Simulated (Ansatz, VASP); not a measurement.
# One calculation of Ti3Al5, two programs

```
Ti Al
1.0
     3.88544    0.00000    0.00000
     0.00000    4.00179    0.00000
     0.00000    0.00000    7.93165
Ti Al
3 5
Direct
  0.00000 0.50000 0.26461
  0.00000 0.50000 0.73539
  0.50000 0.50000 0.00000
  0.00000 0.00000 0.00000
  0.00000 0.00000 0.50000
  0.50000 0.50000 0.50000
  0.50000 0.00000 0.24170
  0.50000 0.00000 0.75830
```

Change from the starting cell: strain -0.0150 x Voigt [0, 0, 1, 0, 0, 0], atoms carried along.

Alike in both runs: task single point; functional PBEsol; k mesh 10 × 10 × 6; occupations gaussian, width 0.15 eV; no spin polarisation.

```csv
,VASP,Ansatz
version,VASP 6.6.1,Ansatz 0.2.0
potentials or method,"VASP PAW PBE potentials, release 64 (Ti_sv, Al), cutoff 520 eV","scalar-relativistic, plane waves, PAW"
valence electrons in the cell,51,51
```

Ansatz gave:

| Property | Result |
| --- | --- |
| gap on the k mesh at the Fermi level (eV) | none |
| pressure (GPa) | 1.8 |
| traceless stress, the component that is largest in VASP (GPa) | 1.40 |
| rms of the force components (eV/Å) | 0.017 |

Task: Estimate VASP's values.

Result: gap on the k mesh at the Fermi level (eV): none; pressure (GPa): 1.9; traceless stress, the component that is largest in VASP (GPa): 1.39; rms of the force components (eV/Å): 0.019.

VASP's potentials were made for PBE, not for PBEsol. Atom by atom the forces differ by 0.003 eV/Å (rms over components). A gap of «none» marks a metal or a gap that the smearing closes. The functional is the same, so the differences come from potentials, cutoffs and numerics.
